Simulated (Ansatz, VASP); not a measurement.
## One calculation of BeS, two programs

File POSCAR:

```
BeS
1.0
    0.0000000000      2.4820502594      2.4820502594
    2.4820502594      0.0000000000      2.4820502594
    2.4820502594      2.4820502594      0.0000000000
Be S
1 1
Direct
    0.0000000000      0.0000000000      0.0000000000
    0.2500000000      0.2500000000      0.2500000000
```

File INCAR.step1:

```
SYSTEM = BeS
PREC = Accurate
ENCUT = 660
ISMEAR = 0
SIGMA = 0.01
LREAL = .FALSE.
LASPH = .TRUE.
NELM = 120
NBANDS = 11
GGA = PE
ALGO = Normal
EDIFF = 1E-5
LWAVE = .TRUE.
LCHARG = .FALSE.
GGA_COMPAT = .FALSE.
```

INCAR.step2

```
SYSTEM = BeS
PREC = Accurate
ENCUT = 660
EDIFF = 1E-6
ISMEAR = 0
SIGMA = 0.01
LREAL = .FALSE.
LASPH = .TRUE.
NELM = 120
ALGO = Normal
ISIF = 2
LWAVE = .FALSE.
LCHARG = .FALSE.
METAGGA = R2SCAN
LMIXTAU = .TRUE.
NBANDS = 11
ISTART = 1
GGA_COMPAT = .FALSE.
```

Contents of KPOINTS:

```
regular mesh
0
G
  8 8 8
  0 0 0
```

Input for Ansatz:

```yaml
crystal:
  lattice:
    - [0.0, 2.4820502594, 2.4820502594]
    - [2.4820502594, 0.0, 2.4820502594]
    - [2.4820502594, 2.4820502594, 0.0]
  atoms:
    - { symbol: Be, position: [0.0, 0.0, 0.0] }
    - { symbol: S, position: [0.25, 0.25, 0.25] }
kpoints:
  mp_grid: { grid: [8, 8, 8] }
hamiltonian:
  xc: r2scan
scf:
  occupations: { method: fixed }
  n_extra_bands: 4
output:
  forces: true
  stress: true
  eigenvalues: true
```

Alike in both runs: task single point; functional r2SCAN; k mesh 8 × 8 × 8; no spin polarisation.

|  | VASP | Ansatz |
| --- | --- | --- |
| version | VASP 6.6.1 | Ansatz 0.2.0 |
| potentials or method | VASP PAW PBE potentials, release 64 (Be, S) | plane waves, PAW |
| plane-wave cutoff (eV) | 660 | 500 |
| occupations | gaussian, width 0.01 eV | fixed |
| valence electrons in the cell | 8 | 8 |

```tsv
	VASP	Ansatz	Ansatz less VASP
gap on the k mesh at the Fermi level (eV)	3.72	3.71	-0.009
pressure (GPa)	-4.9	-5.1	-0.21
```

VASP's potentials were made for PBE, not for r2SCAN.
